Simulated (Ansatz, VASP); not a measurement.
# Rb2Cd: VASP beside Ansatz

```
Rb Cd
1.0
     5.94709    0.00000    0.00000
     0.00000    5.94709    0.00000
     0.00000    0.00000   10.25440
Rb Cd
4 2
Direct
  0.00000 0.00000 0.00000
  0.50000 0.50000 0.00000
  0.00000 0.50000 0.37098
  0.50000 0.00000 0.62902
  0.00000 0.50000 0.75233
  0.50000 0.00000 0.24767
```

Alike in both runs: task relaxation of cell and atoms; functional PBE; k mesh 6 × 6 × 4; occupations gaussian, width 0.1 eV; no spin polarisation.

|  | VASP | Ansatz |
| --- | --- | --- |
| version | VASP 6.6.1 | Ansatz 0.2.0 |
| potentials or method | VASP PAW PBE potentials, release 64 (Rb_sv, Cd), cutoff 600 eV | scalar-relativistic, plane waves, PAW |
| valence electrons in the cell | 60 | 76 |

VASP gave:

| Property | Result |
| --- | --- |
| gap on the k mesh at the Fermi level, each at its own relaxed structure (eV) | none |
| relaxed volume (Å³/atom) | 59.93 |
| relaxed length of the cell vector where the two differ most in proportion (Å) | 10.209 |

Q: Estimate Ansatz's values.

A: gap on the k mesh at the Fermi level, each at its own relaxed structure (eV): none; relaxed volume (Å³/atom): 60.17; relaxed length of the cell vector where the two differ most in proportion (Å): 10.232.

A gap of «none» marks a metal or a gap that the smearing closes. VASP's potentials hold 60 valence electrons a cell and Ansatz's 76, so a difference there can come from the potentials and not from the codes.
